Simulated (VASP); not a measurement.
# Cu (Fm-3m) in VASP: a series of runs

Runs on Cu. Level: PBEsol. Tasks: single point, relaxation of cell and atoms.

All numbers are computed with VASP 6.6.1; they aren't measurements. Logs are shortened: lines on timing, memory, paths and dates and some standing lists are left out, and cuts for length are marked.

**1. The cell of the first run**

It takes space group Fm-3m (No. 225, cubic). Conventional cell: a = 3.615 Å, b = 3.615 Å, c = 3.615 Å, α = 90.00°, β = 90.00°, γ = 90.00°. Cu (site symmetry m-3m) has 12 Cu at 2.56 Å within 3.4 Å.

**2. Single point, PBEsol**

Input file INCAR:

```
ALGO = Fast
EDIFF = 1E-7
ENCUT = 520
GGA = PS
ISIF = 2
ISMEAR = 0
LASPH = T
LCHARG = T
LELF = T
LREAL = F
LVHAR = T
LWAVE = F
NBANDS = 12
NELM = 60
PREC = Accurate
SIGMA = 0.1
```

Input file KPOINTS:

```
k-points
0
Gamma
  8 8 8
```

Input file POSCAR:

```
Cu
1.0
    0.0000000000      1.8075000000      1.8075000000
    1.8075000000      0.0000000000      1.8075000000
    1.8075000000      1.8075000000      0.0000000000
Cu
1
Direct
    0.0000000000      0.0000000000      0.0000000000
```

Potentials or basis: VASP PAW PBE potentials, release 64 (Cu).

Started as:

```sh
> cat potpaw_PBE.64/Cu/POTCAR > POTCAR
> mpirun -np 1 vasp_std > vasp.out
```

OUTCAR:

```text
EDIFF = 1E-7
   ENCUT = 520
   GGA = PS
   ISIF = 2
   ISMEAR = 0
   LASPH = T
   LREAL = F
   NELM = 60
   PREC = Accurate

 ion  position               nearest neighbor table
   1  0.000  0.000  0.000-

  LATTYP: Found a face centered cubic cell.
 ALAT       =     3.6150000000

  Lattice vectors:

 A1 = (   0.0000000000,   1.8075000000,   1.8075000000)
 A2 = (   1.8075000000,   0.0000000000,   1.8075000000)
 A3 = (   1.8075000000,   1.8075000000,   0.0000000000)

Analysis of symmetry for initial positions (statically):
=====================================================================
 Subroutine PRICEL returns:
 Original cell was already a primitive cell.

 Routine SETGRP: Setting up the symmetry group for a
 face centered cubic supercell.

 Subroutine GETGRP returns: Found 48 space group operations
[... 9 lines left out ...]

 Routine SETGRP: Setting up the symmetry group for a
 face centered cubic supercell.

 Subroutine GETGRP returns: Found 48 space group operations
[... 11 lines left out ...]
                                     Primitive cell

  volume of cell :      11.8104

  direct lattice vectors                    reciprocal lattice vectors
     0.000000000  1.807500000  1.807500000    -0.276625173  0.276625173  0.276625173
     1.807500000  0.000000000  1.807500000     0.276625173 -0.276625173  0.276625173
     1.807500000  1.807500000  0.000000000     0.276625173  0.276625173 -0.276625173

  length of vectors
     2.556191014  2.556191014  2.556191014     0.479128854  0.479128854  0.479128854

  position of ions in fractional coordinates (direct lattice)
     0.000000000  0.000000000  0.000000000

  ion indices of the primitive-cell ions
   primitive index   ion index
                 1           1

----------------------------------------------------------------------------------------

 KPOINTS: k-points

Automatic generation of k-mesh.
 Grid dimensions read from file:
 generate k-points for:    8    8    8

 Generating k-lattice:

  Cartesian coordinates                     Fractional coordinates (reciprocal lattice)
    -0.034578147  0.034578147  0.034578147     0.125000000  0.000000000  0.000000000
     0.034578147 -0.034578147  0.034578147     0.000000000  0.125000000  0.000000000
     0.034578147  0.034578147 -0.034578147     0.000000000  0.000000000  0.125000000

  Length of vectors
     0.059891107  0.059891107  0.059891107

  Shift w.r.t. Gamma in fractional coordinates (k-lattice)
     0.000000000  0.000000000  0.000000000

 Subroutine IBZKPT returns following result:
 ===========================================
[... 56 lines left out ...]
   POTIM  = 0.5000    time-step for ionic-motion
   TEBEG  =    0.0;   TEEND  =   0.0 temperature during run
   PSTRESS=    0.0 pullay stress
   NELECT =      11.0000    total number of electrons
   NUPDOWN=      -1.0000    fix difference up-down
   EMIN   =  10.00;   EMAX   =-10.00  energy-range for DOS
   EFERMI =   0.00;   METHOD = LEGACY
   ISMEAR =     0;   SIGMA  =   0.10  broadening in eV -4-tet -1-fermi 0-gaus
   EFERMI_NEDOS =   21; number of points for ismear=-14 and -15
   IALGO  =     68    algorithm
   IMIX   =      4    mixing-type and parameters
     AMIX     =   0.40;   BMIX     =  1.00
     AMIX_MAG =   1.60;   BMIX_MAG =  1.00
  volume/ion in A,a.u.               =      11.81        79.70
  Fermi-wavevector in a.u.,A,eV,Ry     =   1.598763  3.021224 34.777078  2.556043
  Thomas-Fermi vector in A             =   2.696162
   LORBIT       =      0    0 simple, 1 ext, 2 COOP (PROOUT), +10 PAW based schemes
   GGA     = PS    functional components
   LHFCALC =     F    Hartree Fock is set to
   AEXX    =    0.0000 exact exchange contribution
   IVDW    =     0    specifies the selected vdW correction
   LEPSILON=     F    determine dielectric tensor
   LRPA    =     F    only Hartree local field effects (RPA)
 non-spin polarized calculation
 RMM-DIIS sequential band-by-band and
 Gauss-broadening in eV      SIGMA  =   0.10
  energy-cutoff  :      520.00
  volume of cell :       11.81
 maximum number of plane-waves:       332
   NGX =  9   NGY =  9   NGZ =  9

 number of electron      11.0000001 magnetization

 Free energy of the ion-electron system (eV)
  ---------------------------------------------------
  ext. energy  EPLUGINS =         0.00000000
  ---------------------------------------------------
  free energy    TOTEN  =        -4.26993682 eV

  energy without entropy =       -4.26679769  energy(sigma->0) =       -4.26836725

 E-fermi :   7.3252     XC(G=0): -12.9066

 val. band max:        7.2511991165   @ k =   0.5000   0.2500   0.1250
 cond. band min:       7.5143104003   @ k =   0.5000   0.1250   0.0000
 fundamental gap:      0.2631112838
 Fermi energy:         7.3252274362

 k-point     1 :       0.0000    0.0000    0.0000
  band No.  band energies     occupation
      1      -1.9877      2.00000
      2       4.3859      2.00000
      3       4.3859      2.00000
      4       4.3859      2.00000
      5       5.2186      2.00000
      6       5.2186      2.00000
      7      29.9828      0.00000
      8      32.5979      0.00000
      9      32.5979      0.00000
     10      32.5979      0.00000
     11      35.0774      0.00000
     12      35.0774      0.00000
[... 331 lines left out ...]
 k-point    24 :      -0.3750    0.2500    0.1250
  band No.  band energies     occupation
      1       3.0862      2.00000
      2       3.7913      2.00000
      3       4.3128      2.00000
      4       4.8370      2.00000
      5       5.7300      2.00000
      6       9.4885      0.00000
      7      11.6375      0.00000
      8      21.5508      0.00000
      9      21.9361      0.00000
     10      30.9480      0.00000
     11      34.6561      0.00000
     12      42.1124      0.00000

 [... further k-points ...]

------------------------ aborting loop because EDIFF is reached ----------------------------------------

  FORCE on cell =-STRESS in cart. coord.  units (eV):
  Direction    XX          YY          ZZ          XY          YZ          ZX
  --------------------------------------------------------------------------------------
  -------------------------------------------------------------------------------------
  Total       -0.3679914     -0.3679914     -0.3679914      0.0000000      0.0000000     -0.0000000
  in kB      -49.9210107    -49.9210107    -49.9210107      0.0000000      0.0000000     -0.0000000
  external PRESSURE =     -49.9210107 kB  Pullay stress =       0.0000000 kB

 VOLUME and BASIS-vectors are now :
 -----------------------------------------------------------------------------
  energy-cutoff  :      520.00
  volume of cell :       11.81
      direct lattice vectors                 reciprocal lattice vectors
     0.000000000  1.807500000  1.807500000    -0.276625173  0.276625173  0.276625173
     1.807500000  0.000000000  1.807500000     0.276625173 -0.276625173  0.276625173
     1.807500000  1.807500000  0.000000000     0.276625173  0.276625173 -0.276625173

 POSITION                                       TOTAL-FORCE (eV/Angst)
 -----------------------------------------------------------------------------------
      0.00000      0.00000      0.00000        -0.000000      0.000000      0.000000
 -----------------------------------------------------------------------------------
    total drift:                                0.000000      0.000000      0.000000

  FREE ENERGIE OF THE ION-ELECTRON SYSTEM (eV)
  ---------------------------------------------------
  free  energy   TOTEN  =        -4.2699368232 eV

  energy  without entropy=       -4.2667976850  energy(sigma->0) =       -4.26836725
```

It took 4.8 s on 1 thread of Intel Xeon Platinum 8559C (Emerald Rapids), shared host; peak memory 0.12 GiB.

What came out:

```
Free energy : -4.2699 eV
Pressure    : -5.0 GPa
```

Levels at points of the mesh, in eV from the Fermi level:
```
           k point  band 4  band 5  band 6  band 7  band 8  band 9
(0.00, 0.00, 0.00)   -2.94   -2.11   -2.11   22.66   25.27   25.27
(0.50, 0.00, 0.00)   -1.54   -1.54   -0.96    3.82   21.15   22.09
(0.50, 0.50, 0.00)   -1.40   -1.40    1.53    7.18   13.11   13.11
```

Caveat: the k points lie up to 0.38 Å⁻¹ apart; the PAW data sets were made with another functional, which shifts forces and pressure a little.

**3. Single point, PBEsol**

This run uses another cell than the first one, of 10.26 Å³/atom, 0.868 times its volume.

Input file INCAR:

```
SYSTEM = Cu
PREC = Accurate
ENCUT = 520
EDIFF = 1E-7
ISMEAR = 0
SIGMA = 0.1
LREAL = .False.
LASPH = .True.
NELM = 80
ALGO = Normal
ISIF = 2
LWAVE = .False.
LCHARG = .False.
GGA = PS
NBANDS = 12
```

Input file KPOINTS:

```
regular mesh
0
Gamma
  20 20 20
  0 0 0
```

Input file POSCAR:

```
Cu
1.0
    0.0000000000      1.7244164158      1.7244164158
    1.7244164158      0.0000000000      1.7244164158
    1.7244164158      1.7244164158      0.0000000000
Cu
1
Direct
    0.0000000000      0.0000000000      0.0000000000
```

Potentials or basis: VASP PAW PBE potentials, release 64 (Cu).

Started as:

```sh
> cat potpaw_PBE.64/Cu/POTCAR > POTCAR
> mpirun -np 1 vasp_std > vasp.out
```

Run time: 17 s. Hardware: 1 thread of Intel Xeon Platinum 8559C (Emerald Rapids), shared host; peak memory 0.13 GiB.

The run converged. Its results:

```yaml
Free_energy: -4.2412 eV
Pressure: 21.8 GPa
```

Levels at points of the mesh, in eV from the Fermi level:
| k point | band 2 | band 3 | band 4 | band 5 | band 6 | band 7 | band 8 | band 9 | band 10 | band 11 |
| --- | --- | --- | --- | --- | --- | --- | --- | --- | --- | --- |
| (0.00, 0.00, 0.00) | -3.49 | -3.49 | -3.49 | -2.46 | -2.46 | 23.70 | 27.45 | 27.45 | 27.45 | 30.13 |
| (0.50, 0.00, 0.00) | -3.53 | -3.53 | -1.75 | -1.75 | -1.46 | 4.52 | 22.13 | 24.30 | 24.30 | 27.16 |
| (0.50, 0.50, 0.00) | -5.23 | -1.77 | -1.58 | -1.58 | 1.36 | 8.15 | 14.18 | 14.18 | 19.08 | 22.73 |

Caveat: the PAW data sets were made with another functional, which shifts forces and pressure a little.

**4. Relaxation of cell and atoms, PBEsol, target pressure 21.1 GPa, at which the enthalpy is minimised**

This run uses another cell than the first one, of 10.26 Å³/atom, 0.868 times its volume.

Input file INCAR:

```
  ALGO = Normal
  EDIFF = 1E-6
  EDIFFG = -0.002
  ENCUT = 600
  GGA = PS
  IBRION = 2
  ISIF = 3
  ISMEAR = 0
  LASPH = True
  LCHARG = False
  LREAL = False
  LWAVE = False
  NELM = 60
  NSW = 100
  PREC = Accurate
  PSTRESS = 211.0
  SIGMA = 0.1
```

Input file KPOINTS:

```
k-points
0
Gamma
  20 20 20
```

POSCAR is that of step 3.

Started as:

```sh
> cat potpaw_PBE.64/Cu/POTCAR > POTCAR
> mpirun -np 1 vasp_std > vasp.out
```

Run time: 24 s. Hardware: 1 thread of Intel Xeon Platinum 8559C (Emerald Rapids), shared host; peak memory 0.15 GiB.

Results (log left out):

```yaml
Free_energy: -4.2451 eV
Relaxed_volume: 10.28 Å³/atom
Relaxed_cell: a = 2.441 Å, b = 2.441 Å, c = 2.441 Å, α = 60.00°, β = 60.00°, γ = 60.00°
Space_group_after_relaxing_to_0.05_Å: Fm-3m (No. 225)
Energy_change_on_relaxing_the_enthalpy_is_what_falls: -3.7 meV/atom
Ionic_steps: 3
Pressure_after_relaxing: 21.1 GPa
```

Step by step:
```tsv
step	energy change (eV)	largest force (eV/Å)	pressure (GPa)	volume (Å³)
1	0.0000	0.0000	21.91	10.26
2	-0.0100	0.0000	20.12	10.33
3	-0.0037	0.0000	21.11	10.28
```

Final structure:
```cif
data_structure
_symmetry_space_group_name_H-M 'P 1'
_symmetry_Int_Tables_number 1
_cell_length_a 2.4409
_cell_length_b 2.4409
_cell_length_c 2.4409
_cell_angle_alpha 60.000
_cell_angle_beta 60.000
_cell_angle_gamma 60.000
_cell_volume 10.28
loop_
_atom_site_label
_atom_site_type_symbol
_atom_site_fract_x
_atom_site_fract_y
_atom_site_fract_z
_atom_site_occupancy
Cu1 Cu 0.00000 0.00000 0.00000 1
```

Levels at points of the mesh, in eV from the Fermi level:
```
           k point  band 2  band 3  band 4  band 5  band 6  band 7  band 8  band 9
(0.00, 0.00, 0.00)   -3.48   -3.48   -3.48   -2.45   -2.45   23.69   27.41   27.41
(0.50, 0.00, 0.00)   -3.52   -3.52   -1.75   -1.75   -1.46    4.50   22.11   24.26
(0.50, 0.50, 0.00)   -5.21   -1.77   -1.57   -1.57    1.36    8.13   14.16   14.16
```

Caveat: the cell is relaxed towards a set pressure, so the enthalpy falls and the energy may rise; the PAW data sets were made with another functional, which shifts forces and pressure a little.

**5. Relaxation of cell and atoms, PBEsol, target pressure 21.1 GPa, at which the enthalpy is minimised**

Input file INCAR:

```
SYSTEM = Cu
  PREC = Accurate
  ENCUT = 600
  EDIFF = 1E-6
  ISMEAR = 0
  SIGMA = 0.1
  LREAL = .False.
  LASPH = .True.
  NELM = 60
  ALGO = Normal
  ISIF = 3
  LWAVE = .False.
  LCHARG = .False.
  GGA = PS
  IBRION = 2
  NSW = 100
  EDIFFG = -0.002
  PSTRESS = 211.0
```

Input file KPOINTS:

```
Automatic mesh
0
Gamma
  20 20 20
  0 0 0
```

Input file POSCAR:

```
Cu
1.0
    0.0000000000      1.8075000000      1.8075000000
    1.8075000000      0.0000000000      1.8075000000
    1.8075000000      1.8075000000      0.0000000000
Cu
1
Direct
    0.0000000000      0.0000000000      0.0000000000
```

Started as:

```sh
> cat potpaw_PBE.64/Cu/POTCAR > POTCAR
> mpirun -np 1 vasp_std > vasp.out
```

It took 65 s on 1 thread of Intel Xeon Platinum 8559C (Emerald Rapids), shared host; peak memory 0.16 GiB.

It converged, with:

```
Free energy                                            : -4.2456 eV
Relaxed volume                                         : 10.28 Å³/atom
Relaxed cell                                           : a = 2.441 Å, b = 2.441 Å, c = 2.441 Å, α = 60.00°, β = 60.00°, γ = 60.00°
Space group after relaxing (to 0.05 Å)                 : Fm-3m (No. 225)
Energy change on relaxing (the enthalpy is what falls) : +56.4 meV/atom
Ionic steps                                            : 7
Pressure after relaxing                                : 21.1 GPa
```

The path:
| step | energy change (eV) | largest force (eV/Å) | pressure (GPa) | volume (Å³) |
| --- | --- | --- | --- | --- |
| 1 | 0.0000 | 0.0000 | -5.73 | 11.81 |
| 2 | 0.5150 | 0.0000 | 83.03 | 8.74 |
| 3 | 0.0495 | 0.0000 | 19.49 | 10.33 |
| 4 | 0.0559 | 0.0000 | 20.97 | 10.28 |
| 5 | 0.0598 | 0.0000 | 21.76 | 10.26 |
| 6 | 0.0524 | 0.0000 | 20.52 | 10.31 |
| 7 | 0.0564 | 0.0000 | 21.12 | 10.28 |

Final structure:
```cif
data_structure
_symmetry_space_group_name_H-M 'P 1'
_symmetry_Int_Tables_number 1
_cell_length_a 2.4406
_cell_length_b 2.4406
_cell_length_c 2.4406
_cell_angle_alpha 60.000
_cell_angle_beta 60.000
_cell_angle_gamma 60.000
_cell_volume 10.28
loop_
_atom_site_label
_atom_site_type_symbol
_atom_site_fract_x
_atom_site_fract_y
_atom_site_fract_z
_atom_site_occupancy
Cu1 Cu 0.00000 0.00000 0.00000 1
```

Levels at points of the mesh, in eV from the Fermi level:
```csv
k point,band 3,band 4,band 5,band 6,band 7,band 8,band 9
"(0.00, 0.00, 0.00)",-3.48,-3.48,-2.45,-2.45,23.69,27.41,27.41
"(0.50, 0.00, 0.00)",-3.52,-1.75,-1.75,-1.46,4.50,22.12,24.27
"(0.50, 0.50, 0.00)",-1.77,-1.57,-1.57,1.36,8.13,14.16,14.16
```

Caveat: the cell is relaxed towards a set pressure, so the enthalpy falls and the energy may rise; the PAW data sets were made with another functional, which shifts forces and pressure a little.

**6. Summary**

```tsv
task	cell	k mesh	cutoff (eV)	gap on the mesh (eV)	pressure (GPa)
single point	a = 2.556 Å, angles 60.0°, 1 atom	8 × 8 × 8	520	none	-5.0
single point	a = 2.439 Å, angles 60.0°, 1 atom	20 × 20 × 20	520	none	21.8
relaxation of cell and atoms	relaxed to 21.1 GPa from a = 2.439 Å, angles 60.0°, 1 atom	20 × 20 × 20	600	none	21.1
relaxation of cell and atoms	relaxed to 21.1 GPa from a = 2.556 Å, angles 60.0°, 1 atom	20 × 20 × 20	600	none	21.1
```

Alike in all rows: level PBEsol; potentials or basis VASP PAW PBE potentials, release 64 (Cu); no spin polarisation; smearing gaussian 0.1 eV.

Caveats: some runs use coarse meshes; the PAW data sets were made with another functional, which shifts forces and pressure a little; the cell is relaxed towards a set pressure, so the enthalpy falls and the energy may rise (some runs).

Absolute energies hang on the potentials; compare differences alone.
